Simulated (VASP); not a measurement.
A run of VASP 6.6.1 is set up as follows.

The input INCAR:

```
ALGO     = Normal         # electronic algorithm
DIPOL    = 0.5 0.5 0.289
EDIFF    = 1E-6           # SCF threshold, eV
ENCUT    = 520            # plane-wave cutoff, eV
GGA      = PE             # functional
IDIPOL   = 3            
ISIF     = 2              # what is computed and relaxed
ISMEAR   = 0              # smearing method
IVDW     = 12             # dispersion correction
LASPH    = T              # aspherical terms in the spheres
LCHARG   = T              # write CHGCAR
LDIPOL   = T            
LELF     = T              # ELF
LREAL    = Auto         
LVACPOTAV= T            
LVHAR    = T            
LWAVE    = F              # write WAVECAR
NBANDS   = 52             # bands
NELM     = 100            # most SCF steps
PREC     = Accurate       # precision mode
SIGMA    = 0.05           # smearing width, eV
```

Contents of KPOINTS:

```
k-points
0
Gamma
  5 6 1
```

File POSCAR:

```
Al4N5
1.0
    6.2178777932      0.0000000000      0.0000000000
    0.0000000000      4.9778062151      0.0000000000
    0.0000000000      0.0000000000     22.0612415661
Al N
8 10
Direct
    0.0000000000      0.9984444684      0.1813134582
    0.5000000000      0.9984444684      0.1813134582
    0.2500000000      0.4984444684      0.2219944576
    0.7500000000      0.4984444684      0.2219944576
    0.2500000000      0.9927115344      0.3083994001
    0.7500000000      0.9927115344      0.3083994001
    0.0000000000      0.4640676885      0.3340308200
    0.5000000000      0.4640676885      0.3340308200
    0.0000000000      0.6165555316      0.1813134582
    0.5000000000      0.6165555316      0.1813134582
    0.2500000000      0.1165555316      0.2219944576
    0.7500000000      0.1165555316      0.2219944576
    0.2500000000      0.6144481599      0.3071137031
    0.7500000000      0.6144481599      0.3071137031
    0.0000000000      0.1109285761      0.3427387141
    0.5000000000      0.1109285761      0.3427387141
    0.0000000000      0.1109285761      0.4741909713
    0.0000000000      0.1109285761      0.5240521723
```

Potentials or basis: VASP PAW PBE potentials, release 64 (Al, N).

Run with:

```console
$ cat potpaw_PBE.64/Al/POTCAR potpaw_PBE.64/N/POTCAR > POTCAR
$ mpirun -np 1 vasp_std > vasp.out
```

Q: What does it give for the dispersion energy per atom?

A: -0.157 eV.

Q: What does it give for the band gap on the k mesh?

A: 1.43 eV (least direct gap 1.45 eV).

Q: Estimate the largest force.

A: 2.744 eV/Å.

Forces on the atoms (eV/Å):
```
Al   0.000 -1.583  2.242
Al   0.000 -1.586  2.217
Al  -0.004  0.798 -1.867
Al   0.004  0.798 -1.867
Al  -0.079  0.004 -0.040
Al   0.079  0.004 -0.040
Al   0.000 -0.062 -0.092
Al   0.000  0.011 -0.039
N    0.000  0.684  0.649
N    0.000  0.682  0.656
N    0.017  0.094 -1.014
N   -0.017  0.094 -1.014
N    0.017  0.036  0.031
N   -0.017  0.036  0.031
N    0.000  0.000 -0.328
N    0.000 -0.007  0.063
N    0.000  0.014 -1.865
N    0.000 -0.015  2.278
```

Caveat: the standard files for N, O and F lose accuracy on very short bonds.
